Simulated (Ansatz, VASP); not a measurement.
Ru in VASP and in Ansatz

```xyz
2
Lattice="2.7058 0.0000 0.0000 -1.3529 2.3433 0.0000 0.0000 0.0000 4.4104" Properties=species:S:1:pos:R:3 pbc="T T T"
Ru    0.0000    1.5622    1.1026
Ru    1.3529    0.7811    3.3078
```

Change from the starting cell: z stretched by +3 %, ions relaxed.

Alike in both runs: functional PBE; k mesh 20 × 20 × 11; occupations fermi-dirac, width 0.05 eV; no spin polarisation.

Ansatz relaxed the structure, and its values are those at the end. VASP's run is a single point on that final structure, the one shown.

|  | VASP | Ansatz |
| --- | --- | --- |
| version | VASP 6.6.1 | Ansatz 0.2.0 |
| potentials or method | VASP PAW PBE potentials, release 64 (Ru_pv) | plane-wave PAW, scalar-relativistic |
| plane-wave cutoff (eV) | 520 | 420 |
| valence electrons in the cell | 28 | 32 |

|  | VASP | Ansatz | Ansatz less VASP |
| --- | --- | --- | --- |
| pressure (GPa) | -4.8 | -4.7 | +0.11 |

VASP's potentials hold 28 valence electrons a cell and Ansatz's 32, so a difference there can come from the potentials and not from the codes. Ansatz's warnings: stress scf threshold loose.
